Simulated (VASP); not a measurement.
Write the native input for VASP 6.6.1 that does the following.

* Task: single point
* Functional: PBE
* Potentials or basis: VASP PAW PBE potentials, release 64 (Cd, S, H)
* Cutoff: 520 eV
* k mesh: 2 × 2 × 2
* Occupations: gaussian, width 0.02 eV
* Spin: collinear spin
* Starting moments: [0.0, 0.0, 0.0, 0.0, 0.0, 0.0, 0.0, 0.0, 0.13, 0.0, 0.0, 0.0, 0.34] μB
* Dipole correction: no
* Further INCAR settings: ALGO = Normal; EDIFF = 1e-06; NBANDS = 70

The structure of Cd6HS6 (a cell with a defect) lies in POSCAR:

```
Cd6HS6
1.0
    0.0000000000      0.0000000000     -6.8307328146
   -6.2959774550      3.6349842784      0.0000000000
    6.2959774549      3.6349842785      0.0000000000
Cd S H
6 6 1
Direct
    0.5028192572      0.0007286822      0.3353960178
    0.4994133269      0.6662409833      0.6662409833
    0.5028192572      0.3353960178      0.0007286822
    0.9988437822      0.3118943338      0.3118943338
    0.9985698731     -0.0007350136      0.6866532484
    0.9985698731      0.6866531903     -0.0007352305
    0.1278442626     -0.0018304103      0.3499480095
    0.1243740640      0.6490143613      0.6490143614
    0.1278441162      0.3499480889     -0.0018304897
    0.6219411761      0.3334786087      0.3334786088
    0.6227940860      0.0003298601      0.6690914671
    0.6227940860      0.6690914671      0.0003298601
    0.9631830403      0.0219507508      0.0219512273
```

One way to write it, as run:

INCAR

```
SYSTEM = Cd6HS6
ALGO = Normal
EDIFF = 1E-6
ENCUT = 520
GGA = PE
ISIF = 2
ISMEAR = 0
ISPIN = 2
LASPH = .True.
LCHARG = .False.
LORBIT = 11
LREAL = .False.
LWAVE = .False.
MAGMOM = 0 0 0 0 0 0 0 0 0.13 0 0 0 0.34
NBANDS = 70
NELM = 150
PREC = Accurate
SIGMA = 0.02
```

KPOINTS

```
k-points
0
Gamma
  2 2 2
  0 0 0
```

Potentials or basis: VASP PAW PBE potentials, release 64 (Cd, S, H).

Launch:

```bash
$ cat potpaw_PBE.64/Cd/POTCAR potpaw_PBE.64/S/POTCAR potpaw_PBE.64/H/POTCAR > POTCAR
$ mpirun -np 1 vasp_std > vasp.out
```

Results of the run:

```json
{
  "Pressure": "0.6 GPa",
  "Largest force": "0.027 eV/Å",
  "Net moment": "0.99 μB per cell",
  "Site moments": "Cd +0.00, +0.02, +0.01 (each value once); S +0.09, +0.06, +0.02, +0.01 (each value once); H +0.23 μB",
  "Valence electrons inside the program's atomic spheres": "Cd 10.28, 10.27 (each value once); S 3.70, 3.71 (each value once); H 0.43"
}
```

Caveat: the k points lie up to 0.50 Å⁻¹ apart.

Wall time 11 min on 1 thread of Oxide Virtual Turin-like Processor, on a shared host, peak memory 0.6 GiB.
